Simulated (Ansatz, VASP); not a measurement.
**One calculation of SnTe, two programs**

INCAR

```
PREC = Accurate
ENCUT = 600
EDIFF = 1E-6
ISMEAR = -1
SIGMA = 0.1
LREAL = F
LASPH = T
NELM = 80
ALGO = Normal
ISIF = 3
LWAVE = F
LCHARG = F
IBRION = 2
NSW = 60
EDIFFG = -0.005
```

KPOINTS

```
regular mesh
0
Gamma
  12 12 12
```

The input POSCAR:

```
SnTe
1.0
    0.0000000000      3.1072325060      3.1072325060
    3.1072325060      0.0000000000      3.1072325060
    3.1072325060      3.1072325060      0.0000000000
Sn Te
1 1
Direct
    0.0000000000      0.0000000000      0.0000000000
    0.2500000000      0.2500000000      0.2500000000
```

Input for Ansatz:

```yaml
crystal:
  lattice:
    - [0.0, 3.107232506, 3.107232506]
    - [3.107232506, 0.0, 3.107232506]
    - [3.107232506, 3.107232506, 0.0]
  atoms:
    - { symbol: Sn, position: [0.0, 0.0, 0.0] }
    - { symbol: Te, position: [0.25, 0.25, 0.25] }
kpoints:
  mp_grid: { grid: [12, 12, 12] }
scf:
  occupations: { method: fermi_dirac, width: 0.1 }
hamiltonian:
  xc: lda
  pseudopotentials: { kind: paw }
output:
  forces: true
  stress: true
relax:
  f_tol: 0.005
  max_steps: 40
  cell: {}
```

Alike in both runs: task relaxation of cell and atoms; functional LDA; k mesh 12 × 12 × 12; occupations fermi-dirac, width 0.1 eV; no spin polarisation.

```csv
,VASP,Ansatz
version,VASP 6.6.1,Ansatz 0.2.0
potentials or method,"VASP PAW LDA potentials, release 64 (Sn_d, Te)","PAW with Ansatz's default frozen-core files, scalar-relativistic"
plane-wave cutoff (eV),600,420
valence electrons in the cell,20,30
```

```csv
,VASP,Ansatz,Ansatz less VASP
relaxed volume (Å³/atom),42.89,42.76,-0.135
relaxed cell length with the largest relative difference (Å),4.950,4.945,-0.0052
```

LDA's correlation is that of Perdew and Zunger in VASP and of Perdew and Wang (1992) in Ansatz. VASP's potentials hold 20 valence electrons a cell and Ansatz's 30, so a difference there can come from the potentials and not from the codes.

Neither program's run includes spin-orbit coupling. Noted on VASP's run: the volume moved by over 15 % at a fixed basis, so the end points are rough.
